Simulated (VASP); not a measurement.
# Pb8N: single point with PBE

System: Pb8N, a slab with vacuum.

```
CELL_PARAMETERS angstrom
7.12950 0.00000 0.00000
-3.56475 6.17433 0.00000
0.00000 0.00000 18.12349
ATOMIC_POSITIONS crystal
Pb 0.33333 0.16667 0.22071
Pb 0.33333 0.66667 0.22071
Pb 0.83333 0.16667 0.22071
Pb 0.83333 0.66667 0.22071
Pb 0.16667 0.33333 0.36546
Pb 0.16667 0.83333 0.36546
Pb 0.66667 0.33333 0.36546
Pb 0.66667 0.83333 0.36546
N 0.16667 0.33333 0.47680
```

```yaml
Program: VASP 6.6.1
Task: single point
Functional: PBE
Potentials_or_basis: VASP PAW PBE potentials, release 64 (Pb_d, N)
Cutoff: 520 eV
k_mesh: 6 × 6 × 1
Occupations: gaussian, width 0.1 eV
Spin: no spin polarisation
Dipole_correction: yes
Further_INCAR_settings: ALGO = Normal; EDIFF = 1e-06; NBANDS = 68; NELMDL = -8
```

```yaml
Largest_force: 0.362 eV/Å
Band_gap_on_the_k_mesh: zero (an odd number of electrons rules out a gap without spin polarisation)
```

Forces on the atoms (eV/Å):
```
Pb   0.046 -0.026 -0.236
Pb   0.000  0.053 -0.236
Pb  -0.046 -0.026 -0.236
Pb   0.000  0.000 -0.254
Pb   0.000  0.000 -0.039
Pb   0.126  0.073  0.331
Pb   0.000 -0.146  0.331
Pb  -0.126  0.073  0.331
N    0.000  0.000  0.007
```

Levels at points of the mesh, in eV from the Fermi level:
| k point | band 56 | band 57 | band 58 | band 59 | band 60 | band 61 | band 62 | band 63 |
| --- | --- | --- | --- | --- | --- | --- | --- | --- |
| (0.00, 0.00, 0.00) | -2.10 | -0.16 | -0.09 | -0.09 | 1.51 | 1.51 | 1.88 | 2.28 |
| (0.50, 0.00, 0.00) | -0.82 | -0.31 | -0.13 | -0.01 | 0.03 | 0.28 | 1.23 | 1.57 |

Wall time 11 min on 1 thread of Intel(R) Xeon(R) 6975P-C (Granite Rapids), with other jobs on the host, peak memory 0.93 GiB.

Caveat: spin-orbit coupling is left out, which moves the levels of the heavy elements.
